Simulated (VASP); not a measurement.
## SbO5: relaxation of cell and atoms with PBE

Crystal: SbO5.

```
CELL_PARAMETERS angstrom
4.86898 0.00000 0.00000
-2.43449 4.21666 0.00000
0.00000 0.00000 4.00724
ATOMIC_POSITIONS crystal
Sb 0.00000 0.00000 0.00000
O 0.00000 0.50000 0.50000
O 0.50000 0.50000 0.50000
O 0.33333 0.66667 0.00000
O 0.50000 0.00000 0.50000
O 0.66667 0.33333 0.00000
```

The cell was generated, and may not be a known phase.

```json
{
  "Program": "VASP 6.6.1",
  "Task": "relaxation of cell and atoms",
  "Functional": "PBE",
  "Potentials or basis": "VASP PAW PBE potentials, release 64 (Sb, O)",
  "Cutoff": "600 eV",
  "k mesh": "6 × 6 × 4",
  "Occupations": "gaussian, width 0.1 eV",
  "Spin": "no spin polarisation",
  "Dipole correction": "no",
  "Further INCAR settings": "ALGO = Normal; EDIFF = 1e-07; IBRION = 2; EDIFFG = -0.04; NSW = 90; ISIF = 3"
}
```

* Relaxed volume: 10.71 Å³/atom
* Relaxed cell: a = 3.755 Å, b = 3.755 Å, c = 5.265 Å, α = 90.00°, β = 90.00°, γ = 120.00°
* Space group after relaxing (to 0.1 Å): P6/mmm (No. 191)
* Energy gained by relaxing: 817.7 meV/atom
* Ionic steps: 17
* Pressure after relaxing: -0.2 GPa
* Band gap on the k mesh: zero (an odd number of electrons rules out a gap without spin polarisation)

Stress tensor (GPa, compression positive):
```
-0.56  0.00  0.00
 0.00 -0.56  0.00
 0.00  0.00  0.59
```

The path:
| step | energy change (eV) | largest force (eV/Å) | pressure (GPa) | volume (Å³) |
| --- | --- | --- | --- | --- |
| 1 | 0.0000 | 0.0000 | -21.66 | 82.27 |
| 2 | -2.1403 | 0.0000 | -3.55 | 62.07 |
| 3 | -2.1791 | 0.0000 | 1.18 | 59.99 |
| 4 | -2.1792 | 0.0000 | 2.19 | 59.59 |
| 5 | -2.3743 | 0.0000 | 2.67 | 59.43 |
| 6 | -2.9685 | 0.0000 | 5.65 | 58.35 |
| 7 | -3.7710 | 0.0000 | 39.29 | 53.93 |
| 8 | -3.8440 | 0.0000 | 11.89 | 56.80 |
| 9 | -4.2377 | 0.0000 | 22.71 | 55.43 |
| 10 | -4.2157 | 0.0000 | 26.11 | 55.11 |
| 11 | -4.2643 | 0.0000 | 26.16 | 55.42 |
| 12 | -4.3180 | 0.0000 | 26.75 | 56.24 |
| 13 | -4.4153 | 0.0000 | 24.19 | 56.87 |
| 14 | -4.6527 | 0.0000 | 16.64 | 58.81 |
| 15 | -4.8908 | 0.0000 | 3.67 | 62.81 |
| 16 | -4.9063 | 0.0000 | 0.24 | 64.11 |
| 17 | -4.9064 | 0.0000 | -0.17 | 64.28 |

Final structure:
```
Sb O
1.0
     3.75458    0.00000    0.00000
    -1.87729    3.25156    0.00000
     0.00000    0.00000    5.26504
Sb O
1 5
Direct
  0.00000 0.00000 0.00000
  0.00000 0.50000 0.50000
  0.50000 0.50000 0.50000
  0.33333 0.66667 0.00000
  0.50000 0.00000 0.50000
  0.66667 0.33333 0.00000
```

Levels at points of the mesh, in eV from the Fermi level:
```tsv
k point	band 15	band 16	band 17	band 18	band 19	band 20
(0.00, 0.00, 0.00)	-1.93	-0.43	-0.08	-0.08	2.79	3.90
(0.50, 0.00, 0.00)	-0.93	-0.86	-0.41	-0.23	-0.08	1.13
(0.00, 0.00, 0.50)	-3.10	-0.36	0.02	0.02	2.78	3.15
(0.50, 0.00, 0.50)	-1.33	-0.92	-0.83	-0.11	-0.11	1.03
```

Wall time 5.4 min on 1 thread of AMD EPYC 9R45 96-Core Processor (Zen 5), on a shared host, peak memory 0.21 GiB.

Caveat: the k points lie up to 0.32 Å⁻¹ apart in the final cell, too coarse for converged energies and pressures of a metal; the volume moved by over 15 % at a fixed basis, so the end points are rough; spin-orbit coupling is left out, which moves the levels of the heavy elements; an odd number of electrons without spin polarisation forces a metal; a magnetic or distorted state may lie lower.
